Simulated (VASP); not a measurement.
# Ta (P6_3/mmc) in VASP: settings compared, part 3 of 3

VASP 6.6.1. Earlier steps stand in the parts before.

## (5) Single point, PBE (volume scaled by 1.02)

INCAR reads:

```
SYSTEM = Ta
  ALGO = Normal
  EDIFF = 1E-6
  ENCUT = 520
  GGA = PE
  ISIF = 2
  ISMEAR = -1
  LASPH = .TRUE.
  LCHARG = .FALSE.
  LREAL = .FALSE.
  LWAVE = .FALSE.
  NBANDS = 18
  NELM = 60
  PREC = Accurate
  SIGMA = 0.05
```

KPOINTS reads:

```
k-points
0
G
  11 11 5
  0 0 0
```

POSCAR reads:

```
Ta
1.0
    2.9195803945      0.0000000000      0.0000000000
   -1.4597901972      2.5284307900      0.0000000000
    0.0000000000      0.0000000000      5.2004887322
Ta
2
Direct
    0.3333333333      0.6666666667      0.2500000000
    0.6666666667      0.3333333333      0.7500000000
```

Potentials or basis: VASP PAW PBE potentials, release 64 (Ta_pv).

On the command line:

```
$ cat potpaw_PBE.64/Ta_pv/POTCAR > POTCAR
$ mpirun -np 1 vasp_std > vasp.out
```

OUTCAR:

```text
SYSTEM = Ta
   EDIFF = 1E-6
   ENCUT = 520
   GGA = PE
   ISIF = 2
   ISMEAR = -1
   LASPH = .TRUE.
   LREAL = .FALSE.
   NELM = 60
   PREC = Accurate

 ion  position               nearest neighbor table
   1  0.333  0.667  0.250-   2 3.10   2 3.10   2 3.10   2 3.10   2 3.10   2 3.10
   2  0.667  0.333  0.750-   1 3.10   1 3.10   1 3.10   1 3.10   1 3.10   1 3.10

  LATTYP: Found a hexagonal cell.
 ALAT       =     2.9195803945
 C/A-ratio  =     1.7812452577

  Lattice vectors:

 A1 = (   2.9195803945,   0.0000000000,   0.0000000000)
 A2 = (  -1.4597901972,   2.5284307900,   0.0000000000)
 A3 = (   0.0000000000,   0.0000000000,   5.2004887322)

Analysis of symmetry for initial positions (statically):
=====================================================================
 Subroutine PRICEL returns:
 Original cell was already a primitive cell.

 Routine SETGRP: Setting up the symmetry group for a
 hexagonal supercell.

 Subroutine GETGRP returns: Found 24 space group operations
 (whereof 12 operations were pure point group operations)
 out of a pool of 24 trial point group operations.

The static configuration has the point symmetry D_3d.
 The point group associated with its full space group is D_6h.

Analysis of symmetry for dynamics (positions and initial velocities):
=====================================================================
 Subroutine PRICEL returns:
 Original cell was already a primitive cell.

 Routine SETGRP: Setting up the symmetry group for a
 hexagonal supercell.

 Subroutine GETGRP returns: Found 24 space group operations
 (whereof 12 operations were pure point group operations)
 out of a pool of 24 trial point group operations.

The dynamic configuration has the point symmetry D_3d.
 The point group associated with its full space group is D_6h.

 Subroutine INISYM returns: Found 24 space group operations
 (whereof 12 operations are pure point group operations),
 and found     1 'primitive' translations

----------------------------------------------------------------------------------------

                                     Primitive cell

  volume of cell :      38.3898

  direct lattice vectors                    reciprocal lattice vectors
     2.919580395  0.000000000  0.000000000     0.342514973  0.197751112  0.000000000
    -1.459790197  2.528430790  0.000000000     0.000000000  0.395502224  0.000000000
     0.000000000  0.000000000  5.200488732     0.000000000  0.000000000  0.192289620

  length of vectors
     2.919580395  2.919580394  5.200488732     0.395502224  0.395502224  0.192289620

  position of ions in fractional coordinates (direct lattice)
     0.333333333  0.666666667  0.250000000
     0.666666667  0.333333333  0.750000000

  ion indices of the primitive-cell ions
   primitive index   ion index
                 1           1
                 2           2

----------------------------------------------------------------------------------------

 KPOINTS: k-points

Automatic generation of k-mesh.
 Grid dimensions read from file:
 generate k-points for:   11   11    5

 Generating k-lattice:

  Cartesian coordinates                     Fractional coordinates (reciprocal lattice)
     0.031137725  0.017977374  0.000000000     0.090909091  0.000000000  0.000000000
     0.000000000  0.035954748  0.000000000     0.000000000  0.090909091  0.000000000
     0.000000000  0.000000000  0.038457924     0.000000000  0.000000000  0.200000000

  Length of vectors
     0.035954748  0.035954748  0.038457924

  Shift w.r.t. Gamma in fractional coordinates (k-lattice)
     0.000000000  0.000000000  0.000000000

 Subroutine IBZKPT returns following result:
 ===========================================

 Found     48 irreducible k-points:

 Following reciprocal coordinates:
            Coordinates               Weight
  0.000000  0.000000  0.000000      1.000000
  0.090909  0.000000  0.000000      6.000000
  0.181818  0.000000  0.000000      6.000000
  0.272727  0.000000  0.000000      6.000000
  0.363636  0.000000  0.000000      6.000000
  0.454545 -0.000000  0.000000      6.000000
[... 16 lines left out ...]
  0.090909  0.090909  0.200000     12.000000
  0.181818  0.090909  0.200000     24.000000
 [... further k-points ...]
   k-points           NKPTS =     48   k-points in BZ     NKDIM =     48   number of bands    NBANDS=     18
   number of dos      NEDOS =    301   number of ions     NIONS =      2
   total plane-waves  NPLWV =  23040
   dimension x,y,z NGX =    24 NGY =   24 NGZ =   40
   dimension x,y,z NGXF=    48 NGYF=   48 NGZF=   80
   ions per type =               2
   NGX,Y,Z   is equivalent  to a cutoff of  13.67, 13.67, 12.79 a.u.
   NGXF,Y,Z  is equivalent  to a cutoff of  27.33, 27.33, 25.57 a.u.
 SYSTEM =  Ta
   PREC   = accura    normal or accurate (medium, high low for compatibility)
   ISTART =      0    job   : 0-new  1-cont  2-samecut
   ICHARG =      2    charge: 1-file 2-atom 10-const
   ISPIN  =      1    spin polarized calculation?
   LNONCOLLINEAR =      F non collinear calculations
   LSORBIT =      F    spin-orbit coupling
   LASPH  =      T    aspherical Exc in radial PAW
   ENCUT  =  520.0 eV  38.22 Ry    6.18 a.u.   5.43  5.43  9.67*2*pi/ulx,y,z
   NELM   =     60;   NELMIN=  2; NELMDL= -5     # of ELM steps
   EDIFF  = 0.1E-05   stopping-criterion for ELM
   LREAL  =      F    real-space projection
   EDIFFG = 0.1E-04   stopping-criterion for IOM
   NSW    =      0    number of steps for IOM
   IBRION =     -1    ionic relax: 0-MD 1-quasi-New 2-CG
   NFREE  =      0    steps in history (QN), initial steepest desc. (CG)
   ISIF   =      2    stress and relaxation
   ISYM   =      2    0-nonsym 1-usesym 2-fastsym
   POTIM  = 0.5000    time-step for ionic-motion
   TEBEG  =    0.0;   TEEND  =   0.0 temperature during run
   PSTRESS=    0.0 pullay stress
   NELECT =      22.0000    total number of electrons
   NUPDOWN=      -1.0000    fix difference up-down
   EMIN   =  10.00;   EMAX   =-10.00  energy-range for DOS
   EFERMI =   0.00;   METHOD = LEGACY
   ISMEAR =    -1;   SIGMA  =   0.05  broadening in eV -4-tet -1-fermi 0-gaus
   EFERMI_NEDOS =   21; number of points for ismear=-14 and -15
   IALGO  =     38    algorithm
   IMIX   =      4    mixing-type and parameters
     AMIX     =   0.40;   BMIX     =  1.00
     AMIX_MAG =   1.60;   BMIX_MAG =  1.00
  volume/ion in A,a.u.               =      19.19       129.53
  Fermi-wavevector in a.u.,A,eV,Ry     =   1.359807  2.569662 25.158182  1.849074
  Thomas-Fermi vector in A             =   2.486523
   LORBIT       =      0    0 simple, 1 ext, 2 COOP (PROOUT), +10 PAW based schemes
   GGA     = PE    functional components
   LHFCALC =     F    Hartree Fock is set to
   AEXX    =    0.0000 exact exchange contribution
   IVDW    =     0    specifies the selected vdW correction
   LEPSILON=     F    determine dielectric tensor
   LRPA    =     F    only Hartree local field effects (RPA)
 non-spin polarized calculation
  energy-cutoff  :      520.00
  volume of cell :       38.39
 maximum number of plane-waves:      1058
 NGX is ok and might be reduce to    24
   NGX = 11   NGY = 11   NGZ = 19

 number of electron      22.0000003 magnetization

 Free energy of the ion-electron system (eV)
  ---------------------------------------------------
  ext. energy  EPLUGINS =         0.00000000
  ---------------------------------------------------
  free energy    TOTEN  =       -23.07612725 eV

  energy without entropy =      -23.05614079  energy(sigma->0) =      -23.06613402

 E-fermi :   5.4247     XC(G=0): -12.2818

 val. band max:        5.4196184162   @ k =   0.1818   0.0000   0.0000
 cond. band min:       5.4323548546   @ k =   0.3636   0.0000   0.0000
 fundamental gap:      0.0127364384
 Fermi energy:         5.4246730040

 k-point     1 :       0.0000    0.0000    0.0000
  band No.  band energies     occupation
      1     -29.1656      2.00000
      2     -28.4117      2.00000
      3     -28.2945      2.00000
      4     -28.2945      2.00000
      5     -28.2181      2.00000
      6     -28.2181      2.00000
[... 10 lines left out ...]
     17      10.4093      0.00000
     18      10.4093      0.00000
[... 463 lines left out ...]
 k-point    24 :       0.1818    0.0909    0.2000
  band No.  band energies     occupation
      1     -28.9806      2.00000
      2     -28.7202      2.00000
      3     -28.6867      2.00000
      4     -28.4740      2.00000
      5     -28.4071      2.00000
      6     -28.3405      2.00000
[... 10 lines left out ...]
     17      10.3186      0.00000
     18      11.9081      0.00000

 [... further k-points ...]

------------------------ aborting loop because EDIFF is reached ----------------------------------------

  FORCE on cell =-STRESS in cart. coord.  units (eV):
  Direction    XX          YY          ZZ          XY          YZ          ZX
  --------------------------------------------------------------------------------------
  -------------------------------------------------------------------------------------
  Total       -1.1782281     -1.1782281     -0.8689222     -0.0000000      0.0000000     -0.0000000
  in kB      -49.1727253    -49.1727253    -36.2640092     -0.0000000      0.0000000     -0.0000000
  external PRESSURE =     -44.8698199 kB  Pullay stress =       0.0000000 kB

 VOLUME and BASIS-vectors are now :
 -----------------------------------------------------------------------------
  energy-cutoff  :      520.00
  volume of cell :       38.39
      direct lattice vectors                 reciprocal lattice vectors
     2.919580395  0.000000000  0.000000000     0.342514973  0.197751112  0.000000000
    -1.459790197  2.528430790  0.000000000     0.000000000  0.395502224  0.000000000
     0.000000000  0.000000000  5.200488732     0.000000000  0.000000000  0.192289620

 POSITION                                       TOTAL-FORCE (eV/Angst)
 -----------------------------------------------------------------------------------
     -0.00000      1.68562      1.30012        -0.000000     -0.000000      0.000000
      1.45979      0.84281      3.90037         0.000000      0.000000      0.000000
 -----------------------------------------------------------------------------------
    total drift:                                0.000000     -0.000000      0.000000

  FREE ENERGIE OF THE ION-ELECTRON SYSTEM (eV)
  ---------------------------------------------------
  free  energy   TOTEN  =       -23.0761272520 eV

  energy  without entropy=      -23.0561407883  energy(sigma->0) =      -23.06613402
```

Run time: 15 s. Hardware: 1 thread of Intel Xeon Platinum 8488C (Sapphire Rapids), shared host; peak memory 0.17 GiB.

Results:

* Free energy: -23.0761 eV
* Pressure: -4.5 GPa
* Band gap on the k mesh: zero (band 11 reaches 6.27 eV, above the bottom of band 12 at 4.87 eV)

Stress tensor (GPa, compression positive):
```
-4.92  0.00  0.00
 0.00 -4.92  0.00
 0.00  0.00 -3.63
```

Caveat: spin-orbit coupling is left out, which moves the levels of the heavy elements.

## (6) Single point, PBE (volume scaled by 1.06)

INCAR reads:

```
SYSTEM = Ta
PREC = Accurate ; ENCUT = 520
EDIFF = 1E-6 ; ISMEAR = -1
SIGMA = 0.05 ; LREAL = .FALSE.
LASPH = .TRUE. ; NELM = 100
ALGO = Normal ; ISIF = 2
LWAVE = .FALSE. ; LCHARG = .TRUE.
GGA = PE ; LELF = .TRUE.
LVHAR = .TRUE. ; NBANDS = 18
```

KPOINTS reads:

```
Automatic mesh
0
G
  11 11 5
  0 0 0
```

POSCAR reads:

```
Ta
1.0
    2.9572565550      0.0000000000      0.0000000000
   -1.4786282775      2.5610593022      0.0000000000
    0.0000000000      0.0000000000      5.2675992145
Ta
2
Direct
    0.3333333333      0.6666666667      0.2500000000
    0.6666666667      0.3333333333      0.7500000000
```

Potentials or basis: VASP PAW PBE potentials, release 64 (Ta_pv).

On the command line:

```
$ cat potpaw_PBE.64/Ta_pv/POTCAR > POTCAR
$ mpirun -np 1 vasp_std > vasp.out
```

OUTCAR:

```text
SYSTEM = Ta
   PREC = Accurate
   ENCUT = 520
   EDIFF = 1E-6
   ISMEAR = -1
   LREAL = .FALSE.
   LASPH = .TRUE.
   NELM = 100
   ISIF = 2
   GGA = PE

 ion  position               nearest neighbor table
   1  0.333  0.667  0.250-   2 3.14   2 3.14   2 3.14   2 3.14   2 3.14   2 3.14
   2  0.667  0.333  0.750-   1 3.14   1 3.14   1 3.14   1 3.14   1 3.14   1 3.14

  LATTYP: Found a hexagonal cell.
 ALAT       =     2.9572565550
 C/A-ratio  =     1.7812452577

  Lattice vectors:

 A1 = (   2.9572565550,   0.0000000000,   0.0000000000)
 A2 = (  -1.4786282775,   2.5610593022,   0.0000000000)
 A3 = (   0.0000000000,   0.0000000000,   5.2675992145)

Analysis of symmetry for initial positions (statically):
=====================================================================
 Subroutine PRICEL returns:
 Original cell was already a primitive cell.

 Routine SETGRP: Setting up the symmetry group for a
 hexagonal supercell.

 Subroutine GETGRP returns: Found 24 space group operations
 (whereof 12 operations were pure point group operations)
 out of a pool of 24 trial point group operations.

The static configuration has the point symmetry D_3d.
[... 162 lines left out ...]

 E-fermi :   5.1125     XC(G=0): -12.0904

 val. band max:        5.1114341263   @ k =   0.2727   0.2727   0.0000
 cond. band min:       5.1161145909   @ k =   0.2727   0.0909   0.4000
 fundamental gap:      0.0046804646
 Fermi energy:         5.1125207026

 k-point     1 :       0.0000    0.0000    0.0000
  band No.  band energies     occupation
      1     -29.5015      2.00000
      2     -28.8447      2.00000
      3     -28.7310      2.00000
      4     -28.7310      2.00000
      5     -28.6638      2.00000
      6     -28.6638      2.00000
[... 481 lines left out ...]
      5     -28.8310      2.00000
      6     -28.7718      2.00000
[... 10 lines left out ...]
     17       9.7880      0.00000
     18      11.2756      0.00000

 [... further k-points ...]

------------------------ aborting loop because EDIFF is reached ----------------------------------------

  FORCE on cell =-STRESS in cart. coord.  units (eV):
  Direction    XX          YY          ZZ          XY          YZ          ZX
  --------------------------------------------------------------------------------------
  -------------------------------------------------------------------------------------
  Total       -2.7998414     -2.7998414     -2.3582526      0.0000000      0.0000000      0.0000000
  in kB     -112.4404710   -112.4404710    -94.7064459      0.0000000      0.0000000      0.0000000
  external PRESSURE =    -106.5291293 kB  Pullay stress =       0.0000000 kB

 VOLUME and BASIS-vectors are now :
 -----------------------------------------------------------------------------
  energy-cutoff  :      520.00
  volume of cell :       39.90
      direct lattice vectors                 reciprocal lattice vectors
     2.957256555  0.000000000  0.000000000     0.338151250  0.195231715  0.000000000
    -1.478628277  2.561059302  0.000000000     0.000000000  0.390463430  0.000000000
     0.000000000  0.000000000  5.267599214     0.000000000  0.000000000  0.189839804

 POSITION                                       TOTAL-FORCE (eV/Angst)
 -----------------------------------------------------------------------------------
     -0.00000      1.70737      1.31690        -0.000000      0.000000      0.000000
      1.47863      0.85369      3.95070         0.000000      0.000000      0.000000
 -----------------------------------------------------------------------------------
    total drift:                               -0.000000      0.000000     -0.000000

  FREE ENERGIE OF THE ION-ELECTRON SYSTEM (eV)
  ---------------------------------------------------
  free  energy   TOTEN  =       -23.0044455931 eV

  energy  without entropy=      -22.9828379099  energy(sigma->0) =      -22.99364175
```

stdout:

```text
POSCAR found type information on POSCAR Ta
 POSCAR found :  1 types and       2 ions
 scaLAPACK will be used
 LDA part: xc-table for (Slater+PW92), standard interpolation
 POSCAR, INCAR and KPOINTS ok, starting setup
 FFT: planning ... GRIDC
 FFT: planning ... GRID_SOFT
 FFT: planning ... GRID
 WAVECAR not read
 entering main loop
```

Run time: 16 s. Hardware: 1 thread of Intel Xeon Platinum 8488C (Sapphire Rapids), shared host; peak memory 0.16 GiB.

Results:

```yaml
Free_energy: -23.0044 eV
Pressure: -10.7 GPa
Band_gap_on_the_k_mesh: zero (band 11 reaches 5.88 eV, above the bottom of band 12 at 4.55 eV)
```

Stress tensor (GPa, compression positive):
```
-11.24   0.00   0.00
  0.00 -11.24   0.00
  0.00   0.00  -9.47
```

Levels at points of the mesh, in eV from the Fermi level:
```tsv
k point	band 7	band 8	band 9	band 10	band 11	band 12	band 13	band 14	band 15	band 16
(0.00, 0.00, 0.00)	-7.94	-4.70	-0.49	-0.27	0.60	0.60	1.11	1.11	2.79	2.79
```

Caveat: spin-orbit coupling is left out, which moves the levels of the heavy elements.

## (7) The runs side by side

| level | potentials or basis | cell | gap on the mesh (eV) | pressure (GPa) |
| --- | --- | --- | --- | --- |
| LDA | VASP PAW LDA potentials, release 64 (Ta_pv) | a = 2.957, b = 2.957, c = 5.268 Å, angles 90.0, 90.0, 120.0°, 2 atoms | none | -20.0 |
| PBE | VASP PAW PBE potentials, release 64 (Ta_pv) | a = 2.841, b = 2.841, c = 5.061 Å, angles 90.0, 90.0, 120.0°, 2 atoms | none | 12.2 |
| PBE | VASP PAW PBE potentials, release 64 (Ta_pv) | a = 2.861, b = 2.861, c = 5.096 Å, angles 90.0, 90.0, 120.0°, 2 atoms | none | 7.4 |
| PBE | VASP PAW PBE potentials, release 64 (Ta_pv) | a = 2.920, b = 2.920, c = 5.200 Å, angles 90.0, 90.0, 120.0°, 2 atoms | none | -4.5 |
| PBE | VASP PAW PBE potentials, release 64 (Ta_pv) | a = 2.957, b = 2.957, c = 5.268 Å, angles 90.0, 90.0, 120.0°, 2 atoms | none | -10.7 |

Alike in all rows: task single point; no spin polarisation; k mesh 11 × 11 × 5; cutoff (eV) 520; smearing fermi-dirac 0.05 eV.

Caveats: spin-orbit coupling is left out, which moves the levels of the heavy elements.

Total energies depend on the potentials used, so only differences within one code and one set of settings carry meaning.
